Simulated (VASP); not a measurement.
Here is a VASP 6.6.1 calculation.

File INCAR:

```
SYSTEM = Al2C
ALGO = Normal
EDIFF = 1E-6
ENCUT = 520
GGA = PE
ISIF = 2
ISMEAR = 0
ISPIN = 2
LASPH = .TRUE.
LCHARG = .FALSE.
LORBIT = 11
LREAL = .FALSE.
LWAVE = .FALSE.
MAGMOM = 0 0 1
NBANDS = 16
NELM = 150
PREC = Accurate
SIGMA = 0.1
```

File KPOINTS:

```
k-points
0
G
  6 6 4
  0 0 0
```

The input POSCAR:

```
Al2C
1.0
    3.1035752630      0.0000000000      0.0000000000
   -1.5517876315      2.6877750203      0.0000000000
    0.0000000000      0.0000000000      4.4484682338
Al C
2 1
Direct
    0.3333333333      0.6666666667      0.2340608211
    0.6666666667      0.3333333333      0.7659391789
    0.0000000000      0.0000000000      0.0000000000
```

Potentials or basis: VASP PAW PBE potentials, release 64 (Al, C).

The run is started by

```sh
$ cat potpaw_PBE.64/Al/POTCAR potpaw_PBE.64/C/POTCAR > POTCAR
$ mpirun -np 1 vasp_std > vasp.out
```

Question: Predict the pressure.

Answer: -0.1 GPa.

Question: Predict the band gap on the k mesh.

Answer: Zero (filled and empty bands overlap).

Question: Predict the net moment.

Answer: 0.00 μB per cell.

Stress tensor (GPa, compression positive):
```
-0.13  0.00  0.00
 0.00 -0.13  0.00
 0.00  0.00  0.04
```

Caveat: the k points lie up to 0.39 Å⁻¹ apart.
